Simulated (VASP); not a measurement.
# Al (Fm-3m) in VASP: settings compared, part 2 of 2

VASP 6.6.1.

### Step 4. Single point, BLYP

This run uses another cell than the first one, of 16.27 Å³/atom, 1.043 times its volume.

The input, INCAR:

```
AGGAC = 1.0 ; AGGAX = 1.0
ALDAC = 0.0 ; ALDAX = 1.0
ALGO = Normal ; EDIFF = 1E-6
ENCUT = 520 ; GGA = B5
ISIF = 2 ; ISMEAR = -1
LASPH = T ; LCHARG = F
LREAL = F ; LWAVE = F
NBANDS = 8 ; NELM = 80
PREC = Accurate ; SIGMA = 0.05
```

The input, KPOINTS:

```
k-points
0
Gamma
  11 11 11
```

The input, POSCAR:

```
Al
1.0
    0.0000000000      2.0112152952      2.0112152952
    2.0112152952      0.0000000000      2.0112152952
    2.0112152952      2.0112152952      0.0000000000
Al
1
Direct
    0.0000000000      0.0000000000      0.0000000000
```

Potentials or basis: VASP PAW PBE potentials, release 64 (Al).

Command:

```
cat potpaw_PBE.64/Al/POTCAR > POTCAR
mpirun -np 1 vasp_std > vasp.out
```

OUTCAR:

```text
EDIFF = 1E-6
   ENCUT = 520
   GGA = B5
   ISIF = 2
   ISMEAR = -1
   LASPH = T
   LREAL = F
   NELM = 80
   PREC = Accurate

 ion  position               nearest neighbor table
   1  0.000  0.000  0.000-

  LATTYP: Found a face centered cubic cell.
 ALAT       =     4.0224305904

  Lattice vectors:

 A1 = (   0.0000000000,   2.0112152952,   2.0112152952)
 A2 = (   2.0112152952,   0.0000000000,   2.0112152952)
 A3 = (   2.0112152952,   2.0112152952,   0.0000000000)

Analysis of symmetry for initial positions (statically):
=====================================================================
 Subroutine PRICEL returns:
 Original cell was already a primitive cell.

 Routine SETGRP: Setting up the symmetry group for a
 face centered cubic supercell.

 Subroutine GETGRP returns: Found 48 space group operations
[... 9 lines left out ...]

 Routine SETGRP: Setting up the symmetry group for a
 face centered cubic supercell.

 Subroutine GETGRP returns: Found 48 space group operations
 (whereof 48 operations were pure point group operations)
 out of a pool of 48 trial point group operations.

The dynamic configuration has the point symmetry O_h .

 Subroutine INISYM returns: Found 48 space group operations
 (whereof 48 operations are pure point group operations),
 and found     1 'primitive' translations

----------------------------------------------------------------------------------------

                                     Primitive cell

  volume of cell :      16.2707

  direct lattice vectors                    reciprocal lattice vectors
     0.000000000  2.011215295  2.011215295    -0.248605906  0.248605906  0.248605906
     2.011215295  0.000000000  2.011215295     0.248605906 -0.248605906  0.248605906
     2.011215295  2.011215295  0.000000000     0.248605906  0.248605906 -0.248605906

  length of vectors
     2.844287947  2.844287947  2.844287947     0.430598060  0.430598060  0.430598060
[... 92 lines left out ...]
   EMIN   =  10.00;   EMAX   =-10.00  energy-range for DOS
   EFERMI =   0.00;   METHOD = LEGACY
   ISMEAR =    -1;   SIGMA  =   0.05  broadening in eV -4-tet -1-fermi 0-gaus
   EFERMI_NEDOS =   21; number of points for ismear=-14 and -15
   IALGO  =     38    algorithm
   IMIX   =      4    mixing-type and parameters
     AMIX     =   0.40;   BMIX     =  1.00
     AMIX_MAG =   1.60;   BMIX_MAG =  1.00
  volume/ion in A,a.u.               =      16.27       109.80
  Fermi-wavevector in a.u.,A,eV,Ry     =   0.931780  1.760809 11.812767  0.868214
  Thomas-Fermi vector in A             =   2.058309
   LORBIT       =      0    0 simple, 1 ext, 2 COOP (PROOUT), +10 PAW based schemes
   GGA     = B5    functional components
   LHFCALC =     F    Hartree Fock is set to
   AEXX    =    0.0000 exact exchange contribution
   IVDW    =     0    specifies the selected vdW correction
   LEPSILON=     F    determine dielectric tensor
   LRPA    =     F    only Hartree local field effects (RPA)
 non-spin polarized calculation
  energy-cutoff  :      520.00
  volume of cell :       16.27
 maximum number of plane-waves:       448
 NGX is ok and might be reduce to    24
   NGX = 11   NGY = 11   NGZ = 11

 number of electron       3.0000000 magnetization

 Free energy of the ion-electron system (eV)
  ---------------------------------------------------
  ext. energy  EPLUGINS =         0.00000000
  ---------------------------------------------------
  free energy    TOTEN  =        -2.69872495 eV

  energy without entropy =       -2.69475560  energy(sigma->0) =       -2.69674027

 E-fermi :   8.6464     XC(G=0):  -9.7202

 val. band max:        8.4290051846   @ k =  -0.4545   0.4545   0.0909
 cond. band min:       8.6493851682   @ k =   0.4545   0.1818   0.0909
 fundamental gap:      0.2203799837
 Fermi energy:         8.6463747442

 k-point     1 :       0.0000    0.0000    0.0000
  band No.  band energies     occupation
      1      -2.5882      2.00000
      2      21.2789      0.00000
      3      21.2789      0.00000
      4      21.2789      0.00000
      5      22.7207      0.00000
      6      22.7207      0.00000
      7      22.7207      0.00000
      8      25.2982      0.00000
[... 243 lines left out ...]
 k-point    24 :      -0.1818    0.1818    0.0000
  band No.  band energies     occupation
      1      -0.1927      2.00000
      2      12.4527      0.00000
      3      13.9339      0.00000
      4      20.4971      0.00000
      5      22.6097      0.00000
      6      23.6123      0.00000
      7      24.7555      0.00000
      8      25.6923      0.00000

 [... further k-points ...]
[... 5 lines left out ...]
  --------------------------------------------------------------------------------------
  -------------------------------------------------------------------------------------
  Total        0.4794178      0.4794178      0.4794178      0.0000000     -0.0000000     -0.0000000
  in kB       47.2083731     47.2083731     47.2083731      0.0000000     -0.0000000     -0.0000000
  external PRESSURE =      47.2083731 kB  Pullay stress =       0.0000000 kB

 VOLUME and BASIS-vectors are now :
 -----------------------------------------------------------------------------
  energy-cutoff  :      520.00
  volume of cell :       16.27
      direct lattice vectors                 reciprocal lattice vectors
     0.000000000  2.011215295  2.011215295    -0.248605906  0.248605906  0.248605906
     2.011215295  0.000000000  2.011215295     0.248605906 -0.248605906  0.248605906
     2.011215295  2.011215295  0.000000000     0.248605906  0.248605906 -0.248605906

 POSITION                                       TOTAL-FORCE (eV/Angst)
 -----------------------------------------------------------------------------------
      0.00000      0.00000      0.00000        -0.000000     -0.000000     -0.000000
 -----------------------------------------------------------------------------------
    total drift:                                0.000000     -0.000000     -0.000000

  FREE ENERGIE OF THE ION-ELECTRON SYSTEM (eV)
  ---------------------------------------------------
  free  energy   TOTEN  =        -2.6987249528 eV

  energy  without entropy=       -2.6947555957  energy(sigma->0) =       -2.69674027
```

OSZICAR:

```text
N       E                     dE             d eps       ncg     rms          rms(c)
DAV:   1    -0.123491005774E+01   -0.12349E+01   -0.86222E+02   896   0.207E+02
DAV:   2    -0.269097125609E+01   -0.14561E+01   -0.13666E+01  1256   0.187E+01
DAV:   3    -0.269889078165E+01   -0.79195E-02   -0.79087E-02  1184   0.154E+00
DAV:   4    -0.269891088136E+01   -0.20100E-04   -0.20100E-04  1352   0.700E-02
DAV:   5    -0.269891092204E+01   -0.40682E-07   -0.41036E-07  1240   0.179E-03    0.840E-01
DAV:   6    -0.269815686481E+01    0.75406E-03   -0.23569E-03  1040   0.257E-01    0.532E-01
DAV:   7    -0.269865939178E+01   -0.50253E-03   -0.77735E-03  1008   0.491E-01    0.752E-02
DAV:   8    -0.269872284210E+01   -0.63450E-04   -0.15974E-04  1440   0.754E-02    0.153E-02
DAV:   9    -0.269872508906E+01   -0.22470E-05   -0.27591E-06  1104   0.994E-03    0.422E-03
DAV:  10    -0.269872495276E+01    0.13630E-06   -0.11933E-07   824   0.210E-03
   1 F= -.26987250E+01 E0= -.26967403E+01  d E =-.396936E-02
```

Wall time 5.4 s (1 thread of Intel Xeon 6975P-C, shared host); peak memory 0.13 GiB.

What came out:

```
Free energy : -2.6987 eV
Pressure    : 4.7 GPa
```

Levels at points of the mesh, in eV from the Fermi level:
```csv
k point,band 1,band 2,band 3,band 4
"(0.00, 0.00, 0.00)",-11.23,12.63,12.63,12.63
```

Caveat: the PAW data sets were made with another functional, which shifts forces and pressure a little.

### Step 5. Single point, SVWN5

This run uses another cell than the first one, of 16.60 Å³/atom, 1.064 times its volume.

The input, INCAR:

```
PREC     = Accurate       # precision mode
ENCUT    = 520            # plane-wave cutoff, eV
EDIFF    = 1E-6           # SCF threshold, eV
ISMEAR   = -1             # smearing method
SIGMA    = 0.05           # smearing width, eV
LREAL    = F              # projectors in reciprocal space
LASPH    = T              # aspherical terms in the spheres
NELM     = 80             # most SCF steps
ALGO     = Normal         # electronic algorithm
ISIF     = 2              # what is computed and relaxed
LWAVE    = F              # write WAVECAR
LCHARG   = T              # write CHGCAR
GGA      = VW             # functional
LELF     = T              # ELF
LVHAR    = T            
NBANDS   = 8              # bands
```

The input, KPOINTS:

```
Automatic mesh
0
Gamma
  11 11 11
```

The input, POSCAR:

```
Al
1.0
    0.0000000000      2.0248050000      2.0248050000
    2.0248050000      0.0000000000      2.0248050000
    2.0248050000      2.0248050000      0.0000000000
Al
1
Direct
    0.0000000000      0.0000000000      0.0000000000
```

Command:

```
cat potpaw_PBE.64/Al/POTCAR > POTCAR
mpirun -np 1 vasp_std > vasp.out
```

Run time: 3.7 s. Hardware: 1 thread of Intel Xeon 6975P-C, shared host; peak memory 0.12 GiB.

Results (log left out):

* Free energy: -4.1723 eV
* Pressure: -3.3 GPa

Levels at points of the mesh, in eV from the Fermi level:
| k point | band 1 | band 2 | band 3 | band 4 |
| --- | --- | --- | --- | --- |
| (0.00, 0.00, 0.00) | -11.08 | 12.57 | 12.57 | 12.57 |

Caveat: the PAW data sets were made with another functional, which shifts forces and pressure a little.

### Step 6. Single point, BLYP

This run uses another cell than the first one, of 16.93 Å³/atom, 1.085 times its volume.

The input, INCAR:

```
  PREC = Accurate
  ENCUT = 520
  EDIFF = 1E-6
  ISMEAR = -1
  SIGMA = 0.05
  LREAL = False
  LASPH = True
  NELM = 80
  ALGO = Fast
  ISIF = 2
  LWAVE = False
  LCHARG = True
  GGA = B5
  ALDAX = 1.0
  AGGAX = 1.0
  AGGAC = 1.0
  ALDAC = 0.0
  LELF = True
  LVHAR = True
  NBANDS = 8
```

KPOINTS is that of step 5.

The input, POSCAR:

```
Al
1.0
    0.0000000000      2.0382146954      2.0382146954
    2.0382146954      0.0000000000      2.0382146954
    2.0382146954      2.0382146954      0.0000000000
Al
1
Direct
    0.0000000000      0.0000000000      0.0000000000
```

Potentials or basis: VASP PAW PBE potentials, release 64 (Al).

Command:

```
cat potpaw_PBE.64/Al/POTCAR > POTCAR
mpirun -np 1 vasp_std > vasp.out
```

It took 6 s on 1 thread of Intel Xeon 6975P-C, shared host; peak memory 0.13 GiB.

It converged, with:

```yaml
Free_energy: -2.7119 eV
Pressure: 1.8 GPa
```

Levels at points of the mesh, in eV from the Fermi level:
```tsv
k point	band 1	band 2	band 3	band 4	band 5	band 6
(0.00, 0.00, 0.00)	-10.96	12.41	12.41	12.41	13.54	13.54
```

Caveat: the PAW data sets were made with another functional, which shifts forces and pressure a little.

### Step 7. Overview

```tsv
level	cell	gap on the mesh (eV)	pressure (GPa)
BLYP	a = 2.805 Å, angles 60.0°, 1 atom	none	8.5
BLYP	a = 2.825 Å, angles 60.0°, 1 atom	none	6.5
BLYP	a = 2.844 Å, angles 60.0°, 1 atom	none	4.7
SVWN5	a = 2.864 Å, angles 60.0°, 1 atom	none	-3.3
BLYP	a = 2.882 Å, angles 60.0°, 1 atom	none	1.8
```

Alike in all rows: task single point; potentials or basis VASP PAW PBE potentials, release 64 (Al); no spin polarisation; k mesh 11 × 11 × 11; cutoff (eV) 520; smearing fermi-dirac 0.05 eV.

Caveats: the PAW data sets were made with another functional, which shifts forces and pressure a little.

Total energies depend on the potentials used, so only differences within one code and one set of settings carry meaning.
